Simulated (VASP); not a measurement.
Set up this calculation in VASP 6.6.1, as the native input.

```
Task                   : single point
Functional             : PBEsol
Potentials or basis    : VASP PAW PBE potentials, release 64 (C)
Cutoff                 : 520 eV
k mesh                 : 14 × 9 × 1
Occupations            : gaussian, width 0.05 eV
Spin                   : no spin polarisation
Dipole correction      : yes
Further INCAR settings : ALGO = Normal; EDIFF = 1e-07; NBANDS = 36
```

The structure of C lies in POSCAR:

```
C
1.0
    2.4589102515      0.0000000000      0.0000000000
    0.0000000000      3.8680417965      0.0000000000
    0.0000000000      0.0000000000     25.5648442795
C
12
Direct
    0.5000000000      0.2305209419      0.2933716286
    0.0000000000      0.1633092551      0.3192080390
    0.0000000000      0.0284643409      0.3708556950
    0.5000000000      0.9612526540      0.3966921055
    0.5000000000      0.8264077399      0.4483397615
    0.0000000000      0.7591960530      0.4741761720
    0.0000000000      0.6243511389      0.5258238280
    0.5000000000      0.5571394520      0.5516602385
    0.5000000000      0.4222945379      0.6033078945
    0.0000000000      0.3550828510      0.6291443050
    0.0000000000      0.2202379369      0.6807919610
    0.5000000000      0.1530262500      0.7066283714
```

These files were run (other wordings do the same):

INCAR

```
PREC = Accurate
ENCUT = 520
EDIFF = 1E-7
ISMEAR = 0
SIGMA = 0.05
LREAL = False
LASPH = True
NELM = 100
ALGO = Normal
ISIF = 2
LWAVE = False
LCHARG = False
LDIPOL = True
IDIPOL = 3
DIPOL = 0.5 0.5 0.500
GGA = PS
NBANDS = 36
```

KPOINTS

```
regular mesh
0
Gamma
  14 9 1
```

Potentials or basis: VASP PAW PBE potentials, release 64 (C).

The run is started by

```sh
$ cat potpaw_PBE.64/C/POTCAR > POTCAR
$ mpirun -np 1 vasp_std > vasp.out
```

It gave:

```yaml
Largest_force: 2.818 eV/Å
Band_gap_on_the_k_mesh: zero (bands 24 and 25 overlap by 0.28 eV)
```

Caveat: the PAW data sets were made with another functional, which shifts forces and pressure a little.

Run time: 15 min on 1 thread of Intel Xeon 8259CL, with other jobs on the host, peak memory 0.44 GiB.
